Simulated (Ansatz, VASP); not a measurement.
## Cu in VASP and in Ansatz

Contents of INCAR:

```
SYSTEM = Cu
ALGO = Normal
EDIFF = 1E-6
ENCUT = 520
GGA = PS
ISIF = 2
ISMEAR = 1
LASPH = .TRUE.
LCHARG = .TRUE.
LELF = .TRUE.
LREAL = .FALSE.
LVHAR = .TRUE.
LWAVE = .FALSE.
NBANDS = 18
NELM = 100
PREC = Accurate
SIGMA = 0.15
```

File KPOINTS:

```
k-points
0
G
  13 13 7
  0 0 0
```

Contents of POSCAR:

```
Cu
1.0
    2.5340970000      0.0000000000      0.0000000000
   -1.2670480000      2.1945920000      0.0000000000
    0.0000000000      0.0000000000      4.1125710000
Cu
2
Direct
    0.3333333333      0.6666666667      0.2500000000
    0.6666666667      0.3333333333      0.7500000000
```

Input for Ansatz:

```yaml
crystal:
  lattice:
    - [2.534097, 0.0, 0.0]
    - [-1.267048, 2.194592, 0.0]
    - [0.0, 0.0, 4.112571]
  atoms:
    - { symbol: Cu, position: [0.3333333333333333, 0.6666666666666666, 0.25] }
    - { symbol: Cu, position: [0.6666666666666666, 0.3333333333333333, 0.75] }
basis:
  ecutwfc: 450.0
kpoints:
  mp_grid:
    grid: [13, 13, 7]
hamiltonian:
  xc: pbesol
  pseudopotentials:
    kind: paw
scf:
  occupations:
    method: cold
    width: 0.15
output:
  stress: true
```

Alike in both runs: task single point; functional PBEsol; k mesh 13 × 13 × 7; no spin polarisation.

|  | VASP | Ansatz |
| --- | --- | --- |
| version | VASP 6.6.1 | Ansatz 0.2.0 |
| potentials or method | VASP PAW PBE potentials, release 64 (Cu), cutoff 520 eV | plane waves, PAW |
| occupations | methfessel-paxton of order 1, width 0.15 eV | cold, width 0.15 eV |
| valence electrons in the cell | 22 | 38 |

```tsv
	VASP	Ansatz	Ansatz less VASP
pressure (GPa)	-1.1	-1.8	-0.72
traceless stress, the component that is largest in VASP (GPa)	2.48	2.28	-0.203
```

VASP's potentials were made for PBE, not for PBEsol. VASP's potentials hold 22 valence electrons a cell and Ansatz's 38, so a difference there can come from the potentials and not from the codes.
